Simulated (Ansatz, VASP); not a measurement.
# Cu: VASP beside Ansatz

```
Cu
1.0
     0.00000    1.57036    1.80750
     2.04464    0.00000    1.80750
     2.04464    1.57036    0.00000
Cu
1
Cartesian
  0.0000 0.0000 0.0000
```

Change from the starting cell: strain +0.1312 x Voigt [1, -1, 0, 0, 0, 0], atoms carried along.

Alike in both runs: task single point; functional PBEsol; k mesh 22 × 22 × 22; occupations gaussian, width 0.15 eV; no spin polarisation.

|  | VASP | Ansatz |
| --- | --- | --- |
| version | VASP 6.6.1 | Ansatz 0.2.0 |
| potentials or method | VASP PAW PBE potentials, release 64 (Cu), cutoff 520 eV | scalar-relativistic, plane waves, PAW |
| valence electrons in the cell | 11 | 19 |

|  | VASP | Ansatz | Ansatz less VASP |
| --- | --- | --- | --- |
| gap on the k mesh at the Fermi level (eV) | none | none | - |
| pressure (GPa) | -1.4 | -2.0 | -0.63 |
| traceless stress, the component that is largest in VASP (GPa) | -11.15 | -11.24 | -0.093 |

VASP's potentials were made for PBE, not for PBEsol. A gap of «none» marks a metal or a gap that the smearing closes. VASP's potentials hold 11 valence electrons a cell and Ansatz's 19, so a difference there can come from the potentials and not from the codes.
